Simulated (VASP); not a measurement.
# Mg2Zr3 (P-3m1) in VASP: single point with PBE

Aim: the single point of Mg2Zr3 with PBE.

Everything below comes from runs of VASP 6.6.1. Logs are shortened: lines on timing, memory, paths and dates and some standing lists are left out, and cuts for length are marked.

## Step 1: The cell of the first run

It takes space group P-3m1 (No. 164, trigonal). Conventional cell: a = 4.923 Å, b = 4.923 Å, c = 6.269 Å, α = 90.00°, β = 90.00°, γ = 120.00°. Mg (site symmetry 3m) has 8 Zr at 3.01 to 3.63 Å and 3 Mg at 3.34 Å within 4.0 Å. Within 3.9 Å of Zr (site symmetry 3m) lie 6 Zr at 2.94 to 3.21 Å and 5 Mg at 3.01 to 3.26 Å. Within 3.9 Å of Zr (site symmetry -3m) lie 6 Zr at 2.94 Å and 6 Mg at 3.63 Å.

The cell was generated, and may not be a known phase.

## Step 2: Single point, PBE

Contents of INCAR:

```
ALGO     = Fast           # electronic algorithm
EDIFF    = 1E-6           # SCF threshold, eV
ENCUT    = 520            # plane-wave cutoff, eV
GGA      = PE             # functional
ISIF     = 2              # what is computed and relaxed
ISMEAR   = 0              # smearing method
LASPH    = T              # aspherical terms in the spheres
LCHARG   = T              # write CHGCAR
LELF     = T              # ELF
LREAL    = F              # projectors in reciprocal space
LVHAR    = T            
LWAVE    = F              # write WAVECAR
NBANDS   = 28             # bands
NELM     = 60             # most SCF steps
PREC     = Accurate       # precision mode
SIGMA    = 0.1            # smearing width, eV
```

Contents of KPOINTS:

```
k-points
0
Gamma
  12 12 6
```

Contents of POSCAR:

```
Mg2Zr3
1.0
    4.9234560173      0.0000000000      0.0000000000
   -2.4617280087      4.2638379854      0.0000000000
    0.0000000000      0.0000000000      6.2692053816
Mg Zr
2 3
Direct
    0.6666666667      0.3333333333      0.3602819490
    0.3333333333      0.6666666667      0.6397180510
    0.6666666667      0.3333333333      0.8804000562
    0.3333333333      0.6666666667      0.1195999438
    0.0000000000      0.0000000000      0.0000000000
```

Potentials or basis: VASP PAW PBE potentials, release 64 (Mg, Zr_sv).

Launch:

```sh
cat potpaw_PBE.64/Mg/POTCAR potpaw_PBE.64/Zr_sv/POTCAR > POTCAR
mpirun -np 1 vasp_std > vasp.out
```

OUTCAR:

```text
EDIFF = 1E-6
   ENCUT = 520
   GGA = PE
   ISIF = 2
   ISMEAR = 0
   LASPH = T
   LREAL = F
   NELM = 60
   PREC = Accurate

 ion  position               nearest neighbor table
   1  0.667  0.333  0.360-   3 3.01   4 3.22   4 3.22   4 3.22   3 3.26   2 3.34   2 3.34   2 3.34
                             5 3.63   5 3.63   5 3.63
   2  0.333  0.667  0.640-   4 3.01   3 3.22   3 3.22   3 3.22   4 3.26   1 3.34   1 3.34   1 3.34
                             5 3.63   5 3.63   5 3.63
   3  0.667  0.333  0.880-   5 2.94   5 2.94   5 2.94   1 3.01   4 3.21   4 3.21   4 3.21   2 3.22
                             2 3.22   2 3.22   1 3.26
   4  0.333  0.667  0.120-   5 2.94   5 2.94   5 2.94   2 3.01   3 3.21   3 3.21   3 3.21   1 3.22
                             1 3.22   1 3.22   2 3.26
   5  0.000  0.000  0.000-   3 2.94   4 2.94   3 2.94   4 2.94   3 2.94   4 2.94   1 3.63   2 3.63
                             2 3.63   1 3.63   1 3.63   2 3.63

  LATTYP: Found a hexagonal cell.
 ALAT       =     4.9234560173
 C/A-ratio  =     1.2733342919

  Lattice vectors:

 A1 = (   4.9234560173,   0.0000000000,   0.0000000000)
 A2 = (  -2.4617280087,   4.2638379854,   0.0000000000)
 A3 = (   0.0000000000,   0.0000000000,   6.2692053816)

Analysis of symmetry for initial positions (statically):
=====================================================================
 Subroutine PRICEL returns:
 Original cell was already a primitive cell.

 Routine SETGRP: Setting up the symmetry group for a
 hexagonal supercell.

 Subroutine GETGRP returns: Found 12 space group operations
 (whereof 12 operations were pure point group operations)
 out of a pool of 24 trial point group operations.

The static configuration has the point symmetry D_3d.

Analysis of symmetry for dynamics (positions and initial velocities):
=====================================================================
 Subroutine PRICEL returns:
 Original cell was already a primitive cell.

 Routine SETGRP: Setting up the symmetry group for a
 hexagonal supercell.

 Subroutine GETGRP returns: Found 12 space group operations
 (whereof 12 operations were pure point group operations)
 out of a pool of 24 trial point group operations.

The dynamic configuration has the point symmetry D_3d.

 Subroutine INISYM returns: Found 12 space group operations
 (whereof 12 operations are pure point group operations),
 and found     1 'primitive' translations

[... 89 lines left out ...]
   NGXF,Y,Z  is equivalent  to a cutoff of  27.01, 27.01, 25.46 a.u.
 SYSTEM =  unknown system
   PREC   = accura    normal or accurate (medium, high low for compatibility)
   ISTART =      0    job   : 0-new  1-cont  2-samecut
   ICHARG =      2    charge: 1-file 2-atom 10-const
   ISPIN  =      1    spin polarized calculation?
   LNONCOLLINEAR =      F non collinear calculations
   LSORBIT =      F    spin-orbit coupling
   LASPH  =      T    aspherical Exc in radial PAW
   ENCUT  =  520.0 eV  38.22 Ry    6.18 a.u.   9.15  9.15 11.66*2*pi/ulx,y,z
   NELM   =     60;   NELMIN=  2; NELMDL= -5     # of ELM steps
   EDIFF  = 0.1E-05   stopping-criterion for ELM
   LREAL  =      F    real-space projection
[... 7 lines left out ...]
   TEBEG  =    0.0;   TEEND  =   0.0 temperature during run
   PSTRESS=    0.0 pullay stress
   NELECT =      40.0000    total number of electrons
   NUPDOWN=      -1.0000    fix difference up-down
   EMIN   =  10.00;   EMAX   =-10.00  energy-range for DOS
   EFERMI =   0.00;   METHOD = LEGACY
   ISMEAR =     0;   SIGMA  =   0.10  broadening in eV -4-tet -1-fermi 0-gaus
   EFERMI_NEDOS =   21; number of points for ismear=-14 and -15
   IALGO  =     68    algorithm
   IMIX   =      4    mixing-type and parameters
     AMIX     =   0.40;   BMIX     =  1.00
     AMIX_MAG =   1.60;   BMIX_MAG =  1.00
  volume/ion in A,a.u.               =      26.32       177.63
  Fermi-wavevector in a.u.,A,eV,Ry     =   1.100695  2.080012 16.483866  1.211530
  Thomas-Fermi vector in A             =   2.237110
   LORBIT       =      0    0 simple, 1 ext, 2 COOP (PROOUT), +10 PAW based schemes
   GGA     = PE    functional components
   LHFCALC =     F    Hartree Fock is set to
   AEXX    =    0.0000 exact exchange contribution
   IVDW    =     0    specifies the selected vdW correction
   LEPSILON=     F    determine dielectric tensor
   LRPA    =     F    only Hartree local field effects (RPA)
 non-spin polarized calculation
 RMM-DIIS sequential band-by-band and
 Gauss-broadening in eV      SIGMA  =   0.10
  energy-cutoff  :      520.00
  volume of cell :      131.61
 maximum number of plane-waves:      3568
 NGX is ok and might be reduce to    40
   NGX = 19   NGY = 19   NGZ = 23

 number of electron      40.0000000 magnetization

 Free energy of the ion-electron system (eV)
  ---------------------------------------------------
  ext. energy  EPLUGINS =         0.00000000
  ---------------------------------------------------
  free energy    TOTEN  =       -26.44724286 eV

  energy without entropy =      -26.41268052  energy(sigma->0) =      -26.42996169

 E-fermi :   5.0569     XC(G=0):  -9.3838

 val. band max:        5.0527372350   @ k =   0.4167   0.0833   0.0000
 cond. band min:       5.0578281487   @ k =   0.4167   0.1667   0.1667
 fundamental gap:      0.0050909137
 Fermi energy:         5.0569221538

 k-point     1 :       0.0000    0.0000    0.0000
  band No.  band energies     occupation
      1     -43.6101      2.00000
      2     -43.4074      2.00000
      3     -43.3461      2.00000
      4     -21.9283      2.00000
      5     -21.9283      2.00000
      6     -21.6541      2.00000
[... 733 lines left out ...]
     27       7.1994      0.00000
     28       8.5006      0.00000

 [... further k-points ...]
[... 5 lines left out ...]
  --------------------------------------------------------------------------------------
  -------------------------------------------------------------------------------------
  Total       -0.0098293     -0.0098293     -0.0581720      0.0000000      0.0000000      0.0000000
  in kB       -0.1196597     -0.1196597     -0.7081758      0.0000000      0.0000000      0.0000000
  external PRESSURE =      -0.3158317 kB  Pullay stress =       0.0000000 kB

 VOLUME and BASIS-vectors are now :
 -----------------------------------------------------------------------------
  energy-cutoff  :      520.00
  volume of cell :      131.61
      direct lattice vectors                 reciprocal lattice vectors
     4.923456017  0.000000000  0.000000000     0.203109360  0.117265244  0.000000000
    -2.461728009  4.263837985  0.000000000     0.000000000  0.234530487  0.000000000
     0.000000000  0.000000000  6.269205382     0.000000000  0.000000000  0.159509848

 POSITION                                       TOTAL-FORCE (eV/Angst)
 -----------------------------------------------------------------------------------
      2.46173      1.42128      2.25868         0.000000      0.000000      0.002772
     -0.00000      2.84256      4.01052        -0.000000     -0.000000     -0.002772
      2.46173      1.42128      5.51941        -0.000000     -0.000000     -0.002710
     -0.00000      2.84256      0.74980        -0.000000      0.000000      0.002710
      0.00000      0.00000      0.00000        -0.000000      0.000000      0.000000
 -----------------------------------------------------------------------------------
    total drift:                                0.000000     -0.000000      0.000000

  FREE ENERGIE OF THE ION-ELECTRON SYSTEM (eV)
  ---------------------------------------------------
  free  energy   TOTEN  =       -26.4472428576 eV

  energy  without entropy=      -26.4126805191  energy(sigma->0) =      -26.42996169
```

OSZICAR:

```text
N       E                     dE             d eps       ncg     rms          rms(c)
DAV:   1     0.366095079604E+03    0.36610E+03   -0.19695E+04  5640   0.131E+03
DAV:   2     0.163302393157E+01   -0.36446E+03   -0.35735E+03  6532   0.367E+02
DAV:   3    -0.262794708045E+02   -0.27912E+02   -0.27349E+02 10444   0.737E+01
[... 15 lines left out ...]
RMM:  19    -0.264472350497E+02   -0.62260E-05   -0.48177E-05  6620   0.227E-02    0.173E-02
RMM:  20    -0.264472381458E+02   -0.30961E-05   -0.31222E-05  6386   0.193E-02    0.141E-02
RMM:  21    -0.264472406452E+02   -0.24994E-05   -0.21380E-05  6247   0.155E-02    0.148E-02
RMM:  22    -0.264472418835E+02   -0.12383E-05   -0.12908E-05  5503   0.128E-02    0.136E-02
RMM:  23    -0.264472428576E+02   -0.97408E-06   -0.98268E-06  5945   0.109E-02
   1 F= -.26447243E+02 E0= -.26429962E+02  d E =-.345623E-01
```

Wall time 9.2 min (1 thread of AMD EPYC 7R13 (Zen 3), shared host); peak memory 0.45 GiB.

Results:

* Free energy: -26.4472 eV
* Pressure: 0.0 GPa
* Band gap on the k mesh: zero (bands 20 and 21 overlap by 0.77 eV)

Forces on the atoms (eV/Å):
```
Mg   0.000  0.000  0.003
Mg   0.000  0.000 -0.003
Zr   0.000  0.000 -0.003
Zr   0.000  0.000  0.003
Zr   0.000  0.000  0.000
```

Levels at points of the mesh, in eV from the Fermi level:
```
           k point  band 18  band 19  band 20  band 21  band 22  band 23
(0.00, 0.00, 0.00)    -0.47    -0.47     0.45     0.45     0.90     1.44
(0.50, 0.00, 0.00)    -0.88    -0.52    -0.01     0.03     0.35     0.69
(0.00, 0.00, 0.50)    -0.65    -0.65     0.42     0.42     0.47     1.82
(0.50, 0.00, 0.50)    -1.18    -0.77    -0.22     0.07     0.19     0.51
```
